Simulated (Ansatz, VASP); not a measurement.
# Ta: VASP beside Ansatz

Contents of INCAR:

```
PREC = Accurate
ENCUT = 520
EDIFF = 1E-7
ISMEAR = 0
SIGMA = 0.15
LREAL = F
LASPH = T
NELM = 60
ALGO = Normal
ISIF = 2
LWAVE = F
LCHARG = T
GGA = PE
LELF = T
LVHAR = T
NBANDS = 12
```

KPOINTS

```
Automatic mesh
0
Gamma
  20 20 20
```

Contents of POSCAR:

```
Ta
1.0
   -1.5120598497      1.5120598497      2.0388615014
    1.5120598497     -1.5120598497      2.0388615014
    1.5120598497      1.5120598497     -2.0388615014
Ta
1
Direct
    0.0000000000      0.0000000000      0.0000000000
```

Input for Ansatz:

```yaml
crystal:
  lattice:
    - [-1.5120598497, 1.5120598497, 2.0388615014]
    - [1.5120598497, -1.5120598497, 2.0388615014]
    - [1.5120598497, 1.5120598497, -2.0388615014]
  atoms:
    - { symbol: Ta, position: [0.0, 0.0, 0.0] }
basis:
  ecutwfc: 420
kpoints:
  mp_grid: { grid: [20, 20, 20] }
hamiltonian:
  xc: pbe
  pseudopotentials: { kind: paw, azcp: { folder: soft_1 } }
scf:
  occupations: { method: gaussian, width: 0.15 }
output:
  forces: true
  stress: true
  eigenvalues: true
```

Alike in both runs: task single point; functional PBE; k mesh 20 × 20 × 20; occupations gaussian, width 0.15 eV; no spin polarisation.

```csv
,VASP,Ansatz
version,VASP 6.6.1,Ansatz 0.2.0
potentials or method,"VASP PAW PBE potentials, release 64 (Ta_pv), cutoff 520 eV","scalar-relativistic, plane waves, PAW"
valence electrons in the cell,11,13
```

VASP gave:

| Property | Result |
| --- | --- |
| gap on the k mesh at the Fermi level (eV) | none |
| pressure (GPa) | 1.5 |
| traceless stress, the component that is largest in VASP (GPa) | -4.83 |

**Question.** Estimate Ansatz's values.

**Answer.** gap on the k mesh at the Fermi level (eV): none; pressure (GPa): 1.5; traceless stress, the component that is largest in VASP (GPa): -4.82.

A gap of «none» marks a metal or a gap that the smearing closes. VASP's potentials hold 11 valence electrons a cell and Ansatz's 13, so a difference there can come from the potentials and not from the codes.

Spin-orbit coupling is off throughout.
